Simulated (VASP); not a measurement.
Write the native input for VASP 6.6.1 that does the following.

```
Task                   : electric field gradients
Functional             : PBE
Potentials or basis    : VASP PAW PBE potentials, release 64 (In_d, P)
Cutoff                 : 520 eV
k mesh                 : 11 × 11 × 11
Occupations            : fermi-dirac, width 0.03 eV
Spin                   : no spin polarisation
Dipole correction      : no
Further INCAR settings : ALGO = Normal; EDIFF = 1e-08; NBANDS = 16
```

The structure of InP lies in POSCAR:

```
InP
1.0
    0.0000000000      2.8875074498      3.0184150000
    2.8875074498      0.0000000000      3.0184150000
    2.8875074498      2.8875074498      0.0000000000
In P
1 1
Direct
    0.0000000000      0.0000000000      0.0000000000
    0.7500000000      0.7500000000      0.7500000000
```

This cell differs from its parent crystal: z stretched by +3 % at fixed volume.

These files were run (other wordings do the same):

INCAR

```
ALGO = Normal
EDIFF = 1E-8
ENCUT = 520
GGA = PE
ISIF = 2
ISMEAR = -1
LASPH = T
LCHARG = F
LEFG = T
LREAL = F
LWAVE = F
NBANDS = 16
NELM = 80
PREC = Accurate
SIGMA = 0.03
```

KPOINTS

```
k-points
0
Gamma
  11 11 11
```

Potentials or basis: VASP PAW PBE potentials, release 64 (In_d, P).

Run with:

```sh
$ cat potpaw_PBE.64/In_d/POTCAR potpaw_PBE.64/P/POTCAR > POTCAR
$ mpirun -np 1 vasp_std > vasp.out
```

Results of the run:

| Item | Value |
| --- | --- |
| Pressure | 3.2 GPa |
| Band gap on the k mesh | 0.63 eV, direct |

Caveat: without QUAD_EFG the Cq values of the log hold for a quadrupole moment of 1 mb, not for the nuclei; spin-orbit coupling is left out, which moves the levels of the heavy elements.

It took 49 s on 1 thread of Intel(R) Xeon(R) 6975P-C (Granite Rapids), with other jobs on the host, peak memory 0.24 GiB.
